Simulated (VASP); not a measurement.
# Si (a cell with a defect) in VASP: notebook

The runs below take Si (a cell with a defect) through single point, with PBEsol.

Program: VASP 6.6.1. These are calculated values, not measurements. Logs are shortened: lines on timing, memory, paths and dates and some standing lists are left out, and cuts for length are marked.

## (1) The cell of the first run

The cell holds a defect, 15 atoms: a = 7.685 Å, b = 7.685 Å, c = 7.685 Å, α = 60.00°, β = 60.00°, γ = 60.00°.

## (2) Single point, PBEsol

Input file INCAR:

```
PREC = Accurate ; ENCUT = 520
EDIFF = 1E-7 ; ISMEAR = 0
SIGMA = 0.02 ; LREAL = Auto
LASPH = True ; NELM = 60
ALGO = Normal ; ISIF = 2
LWAVE = False ; LCHARG = False
GGA = PS ; NBANDS = 43
```

Input file KPOINTS:

```
Automatic mesh
0
Gamma
  3 3 3
```

Input file POSCAR:

```
Si
1.0
    0.0000000000      5.4338342766     -5.4338342766
    5.4338342766      5.4338342766      0.0000000000
    5.4338342766      0.0000000000     -5.4338342766
Si
15
Direct
    0.1270582421      0.1188252737      0.1270582421
    0.1270582421      0.6270582421      0.1270582421
    0.6249354677      0.1249354677      0.1251935970
    0.6188252737      0.6270582421      0.1270582421
    0.1251935970      0.1249354677      0.6249354677
    0.1270582421      0.6270582421      0.6188252737
    0.6249354677      0.1249354677      0.6249354677
    0.6249354677      0.6251935970      0.6249354677
    0.2501288271      0.2498711729      0.2501288271
    0.7498711729      0.7501288271      0.2501288271
    0.7498711729      0.2498711729      0.2501288271
    0.2501288271      0.7501288271      0.7498711729
    0.2501288271      0.2498711729      0.7498711729
    0.7498711729      0.7501288271      0.7498711729
    0.7500000000      0.2500000000      0.7500000000
```

Potentials or basis: VASP PAW PBE potentials, release 64 (Si).

On the command line:

```bash
$ cat potpaw_PBE.64/Si/POTCAR > POTCAR
$ mpirun -np 1 vasp_std > vasp.out
```

OUTCAR:

```text
PREC = Accurate
   ENCUT = 520
   EDIFF = 1E-7
   ISMEAR = 0
   LREAL = Auto
   LASPH = True
   NELM = 60
   ISIF = 2
   GGA = PS

 ion  position               nearest neighbor table
   1  0.127  0.119  0.127-  11 2.37  13 2.37   9 2.37
   2  0.127  0.627  0.127-   9 2.37  10 2.37  12 2.37
   3  0.625  0.125  0.125-  11 2.35  10 2.35   9 2.35  15 2.35
   4  0.619  0.627  0.127-  11 2.37  14 2.37  10 2.37
   5  0.125  0.125  0.625-  13 2.35  12 2.35   9 2.35  15 2.35
   6  0.127  0.627  0.619-  13 2.37  14 2.37  12 2.37
   7  0.625  0.125  0.625-  11 2.35  13 2.35  14 2.35  15 2.35
   8  0.625  0.625  0.625-  14 2.35  12 2.35  10 2.35  15 2.35
   9  0.250  0.250  0.250-   3 2.35   5 2.35   2 2.37   1 2.37
  10  0.750  0.750  0.250-   3 2.35   8 2.35   2 2.37   4 2.37
  11  0.750  0.250  0.250-   3 2.35   7 2.35   4 2.37   1 2.37
  12  0.250  0.750  0.750-   5 2.35   8 2.35   2 2.37   6 2.37
  13  0.250  0.250  0.750-   5 2.35   7 2.35   6 2.37   1 2.37
  14  0.750  0.750  0.750-   8 2.35   7 2.35   4 2.37   6 2.37
  15  0.750  0.250  0.750-   7 2.35   8 2.35   3 2.35   5 2.35

  LATTYP: Found a face centered cubic cell.
 ALAT       =    10.8676685532

  Lattice vectors:

 A1 = (   0.0000000000,   5.4338342766,  -5.4338342766)
 A2 = (   5.4338342766,   5.4338342766,   0.0000000000)
 A3 = (   5.4338342766,   0.0000000000,  -5.4338342766)

Analysis of symmetry for initial positions (statically):
=====================================================================
 Subroutine PRICEL returns:
 Original cell was already a primitive cell.

 Routine SETGRP: Setting up the symmetry group for a
 face centered cubic supercell.

 Subroutine GETGRP returns: Found 24 space group operations
 (whereof  4 operations were pure point group operations)
 out of a pool of 48 trial point group operations.

The static configuration has the point symmetry C_2v.
 The point group associated with its full space group is T_d .

Analysis of symmetry for dynamics (positions and initial velocities):
=====================================================================
 Subroutine PRICEL returns:
 Original cell was already a primitive cell.

 Routine SETGRP: Setting up the symmetry group for a
 face centered cubic supercell.

 Subroutine GETGRP returns: Found 24 space group operations
 (whereof  4 operations were pure point group operations)
 out of a pool of 48 trial point group operations.

The dynamic configuration has the point symmetry C_2v.
 The point group associated with its full space group is T_d .

 Subroutine INISYM returns: Found 24 space group operations
 (whereof  4 operations are pure point group operations),
 and found     1 'primitive' translations

----------------------------------------------------------------------------------------

                                     Primitive cell

  volume of cell :     320.8848

  direct lattice vectors                    reciprocal lattice vectors
     0.000000000  5.433834277 -5.433834277    -0.092016056  0.092016056 -0.092016056
     5.433834277  5.433834277  0.000000000     0.092016056  0.092016056  0.092016056
     5.433834277  0.000000000 -5.433834277     0.092016056 -0.092016056 -0.092016056

  length of vectors
     7.684602130  7.684602130  7.684602130     0.159376484  0.159376484  0.159376484

  position of ions in fractional coordinates (direct lattice)
     0.127058242  0.118825274  0.127058242
     0.127058242  0.627058242  0.127058242
     0.624935468  0.124935468  0.125193597
     0.618825274  0.627058242  0.127058242
     0.125193597  0.124935468  0.624935468
     0.127058242  0.627058242  0.618825274
     0.624935468  0.124935468  0.624935468
     0.624935468  0.625193597  0.624935468
     0.250128827  0.249871173  0.250128827
     0.749871173  0.750128827  0.250128827
     0.749871173  0.249871173  0.250128827
     0.250128827  0.750128827  0.749871173
     0.250128827  0.249871173  0.749871173
     0.749871173  0.750128827  0.749871173
     0.750000000  0.250000000  0.750000000

  ion indices of the primitive-cell ions
   primitive index   ion index
                 1           1
                 2           2
                 3           3
                 4           4
                 5           5
                 6           6
                 7           7
                 8           8
                 9           9
                10          10
                11          11
                12          12
                13          13
                14          14
                15          15

----------------------------------------------------------------------------------------

 KPOINTS: Automatic mesh

Automatic generation of k-mesh.
 Grid dimensions read from file:
 generate k-points for:    3    3    3

 Generating k-lattice:

  Cartesian coordinates                     Fractional coordinates (reciprocal lattice)
    -0.030672019  0.030672019 -0.030672019     0.333333333  0.000000000  0.000000000
     0.030672019  0.030672019  0.030672019     0.000000000  0.333333333  0.000000000
     0.030672019 -0.030672019 -0.030672019     0.000000000  0.000000000  0.333333333

  Length of vectors
     0.053125495  0.053125495  0.053125495

  Shift w.r.t. Gamma in fractional coordinates (k-lattice)
     0.000000000  0.000000000  0.000000000

 Subroutine IBZKPT returns following result:
 ===========================================

 Found      4 irreducible k-points:

 Following reciprocal coordinates:
            Coordinates               Weight
  0.000000  0.000000  0.000000      1.000000
  0.333333  0.000000  0.000000      8.000000
  0.333333  0.333333  0.000000      6.000000
 -0.333333  0.333333  0.000000     12.000000
   k-points           NKPTS =      4   k-points in BZ     NKDIM =      4   number of bands    NBANDS=     43
   number of dos      NEDOS =    301   number of ions     NIONS =     15
   total plane-waves  NPLWV = 216000
   dimension x,y,z NGX =    60 NGY =   60 NGZ =   60
   dimension x,y,z NGXF=   120 NGYF=  120 NGZF=  120
   ions per type =              15
   NGX,Y,Z   is equivalent  to a cutoff of  12.98, 12.98, 12.98 a.u.
   NGXF,Y,Z  is equivalent  to a cutoff of  25.96, 25.96, 25.96 a.u.
 SYSTEM =  unknown system
   PREC   = accura    normal or accurate (medium, high low for compatibility)
   ISTART =      0    job   : 0-new  1-cont  2-samecut
   ICHARG =      2    charge: 1-file 2-atom 10-const
   ISPIN  =      1    spin polarized calculation?
   LNONCOLLINEAR =      F non collinear calculations
   LSORBIT =      F    spin-orbit coupling
   LASPH  =      T    aspherical Exc in radial PAW
   ENCUT  =  520.0 eV  38.22 Ry    6.18 a.u.  14.29 14.29 14.29*2*pi/ulx,y,z
   NELM   =     60;   NELMIN=  2; NELMDL= -5     # of ELM steps
   EDIFF  = 0.1E-06   stopping-criterion for ELM
   LREAL  =      T    real-space projection
   EDIFFG = 0.1E-05   stopping-criterion for IOM
   NSW    =      0    number of steps for IOM
   IBRION =     -1    ionic relax: 0-MD 1-quasi-New 2-CG
   NFREE  =      0    steps in history (QN), initial steepest desc. (CG)
   ISIF   =      2    stress and relaxation
   ISYM   =      2    0-nonsym 1-usesym 2-fastsym
   POTIM  = 0.5000    time-step for ionic-motion
   TEBEG  =    0.0;   TEEND  =   0.0 temperature during run
   PSTRESS=    0.0 pullay stress
   NELECT =      60.0000    total number of electrons
   NUPDOWN=      -1.0000    fix difference up-down
   EMIN   =  10.00;   EMAX   =-10.00  energy-range for DOS
   EFERMI =   0.00;   METHOD = LEGACY
   ISMEAR =     0;   SIGMA  =   0.02  broadening in eV -4-tet -1-fermi 0-gaus
   EFERMI_NEDOS =   21; number of points for ismear=-14 and -15
   IALGO  =     38    algorithm
   IMIX   =      4    mixing-type and parameters
     AMIX     =   0.40;   BMIX     =  1.00
     AMIX_MAG =   1.60;   BMIX_MAG =  1.00
  volume/ion in A,a.u.               =      21.39       144.36
  Fermi-wavevector in a.u.,A,eV,Ry     =   0.936143  1.769054 11.923652  0.876364
  Thomas-Fermi vector in A             =   2.063122
   LORBIT       =      0    0 simple, 1 ext, 2 COOP (PROOUT), +10 PAW based schemes
   GGA     = PS    functional components
   LHFCALC =     F    Hartree Fock is set to
   AEXX    =    0.0000 exact exchange contribution
   IVDW    =     0    specifies the selected vdW correction
   LEPSILON=     F    determine dielectric tensor
   LRPA    =     F    only Hartree local field effects (RPA)
 non-spin polarized calculation
 Gauss-broadening in eV      SIGMA  =   0.02
  energy-cutoff  :      520.00
  volume of cell :      320.88
 maximum number of plane-waves:      8657
 NGX is ok and might be reduce to    60
   NGX = 29   NGY = 29   NGZ = 29

 number of electron      60.0000002 magnetization

 Free energy of the ion-electron system (eV)
  ---------------------------------------------------
  ext. energy  EPLUGINS =         0.00000000
  ---------------------------------------------------
  free energy    TOTEN  =       -83.00124297 eV

  energy without entropy =      -82.99931571  energy(sigma->0) =      -83.00027934

 E-fermi :   5.2173     XC(G=0):  -9.3147

 val. band max:        4.8835762624   @ k =   0.3333   0.3333   0.0000
 cond. band min:       5.2369076017   @ k =  -0.3333   0.3333   0.0000
 fundamental gap:      0.3533313393
 Fermi energy:         5.2173491112

 k-point     1 :       0.0000    0.0000    0.0000
  band No.  band energies     occupation
      1      -6.6059      2.00000
      2      -4.4139      2.00000
      3      -4.4139      2.00000
      4      -4.4139      2.00000
      5      -3.8229      2.00000
      6      -2.6458      2.00000
[... 169 lines left out ...]
     41       8.7074      0.00000
     42       8.8600      0.00000
 [bands above 42 left out]

------------------------ aborting loop because EDIFF is reached ----------------------------------------

  FORCE on cell =-STRESS in cart. coord.  units (eV):
  Direction    XX          YY          ZZ          XY          YZ          ZX
  --------------------------------------------------------------------------------------
  -------------------------------------------------------------------------------------
  Total       -3.9336262     -3.9336262     -3.9336262      0.0000000     -0.0000000      0.0000000
  in kB      -19.6405890    -19.6405890    -19.6405890      0.0000000     -0.0000000      0.0000000
  external PRESSURE =     -19.6405890 kB  Pullay stress =       0.0000000 kB

 VOLUME and BASIS-vectors are now :
 -----------------------------------------------------------------------------
  energy-cutoff  :      520.00
  volume of cell :      320.88
      direct lattice vectors                 reciprocal lattice vectors
     0.000000000  5.433834277 -5.433834277    -0.092016056  0.092016056 -0.092016056
     5.433834277  5.433834277  0.000000000     0.092016056  0.092016056  0.092016056
     5.433834277  0.000000000 -5.433834277     0.092016056 -0.092016056 -0.092016056

 POSITION                                       TOTAL-FORCE (eV/Angst)
 -----------------------------------------------------------------------------------
      1.33609      1.33609     -1.38083        -0.003723     -0.003723     -0.003723
      4.09774      4.09774     -1.38083         0.003723      0.003723     -0.003723
      1.35916      4.07467     -4.07608        -0.003070      0.003070      0.003070
      4.09774      6.76992     -4.05301         0.003723     -0.003723      0.003723
      4.07467      1.35916     -4.07608         0.003070     -0.003070      0.003070
      6.76992      4.09774     -4.05301        -0.003723      0.003723      0.003723
      4.07467      4.07467     -6.79159         0.003070      0.003070     -0.003070
      6.79299      6.79299     -6.79159        -0.003070     -0.003070     -0.003070
      2.71692      2.71692     -2.71832        -0.000000     -0.000000      0.007242
      5.43523      8.15075     -5.43383        -0.007242     -0.000000      0.000000
      2.71692      5.43243     -5.43383        -0.000000      0.007242      0.000000
      8.15075      5.43523     -5.43383        -0.000000     -0.007242      0.000000
      5.43243      2.71692     -5.43383         0.007242     -0.000000      0.000000
      8.15075      8.15075     -8.14935        -0.000000     -0.000000     -0.007242
      5.43383      5.43383     -8.15075        -0.000000     -0.000000      0.000000
 -----------------------------------------------------------------------------------
    total drift:                                0.000000      0.000000     -0.000000

  FREE ENERGIE OF THE ION-ELECTRON SYSTEM (eV)
  ---------------------------------------------------
  free  energy   TOTEN  =       -83.0012429684 eV

  energy  without entropy=      -82.9993157056  energy(sigma->0) =      -83.00027934
```

It took 63 s on 1 thread of Intel Xeon 6975P-C (Granite Rapids), shared host; peak memory 0.44 GiB.

What came out:

```yaml
Free_energy: -83.0012 eV
Pressure: -2.0 GPa
Largest_force: 0.007 eV/Å
Band_gap_on_the_k_mesh: zero (band 30 reaches 5.94 eV, above the bottom of band 31 at 5.24 eV)
```

Forces in eV/Å, atoms in the order of the input:
```
Si  -0.004 -0.004 -0.004
Si   0.004  0.004 -0.004
Si  -0.003  0.003  0.003
Si   0.004 -0.004  0.004
Si   0.003 -0.003  0.003
Si  -0.004  0.004  0.004
Si   0.003  0.003 -0.003
Si  -0.003 -0.003 -0.003
Si   0.000  0.000  0.007
Si  -0.007  0.000  0.000
Si   0.000  0.007  0.000
Si   0.000 -0.007  0.000
Si   0.007  0.000  0.000
Si   0.000  0.000 -0.007
Si   0.000  0.000  0.000
```

Caveat: the PAW data sets were made with another functional, which shifts forces and pressure a little.

[end of part 1 of 2]
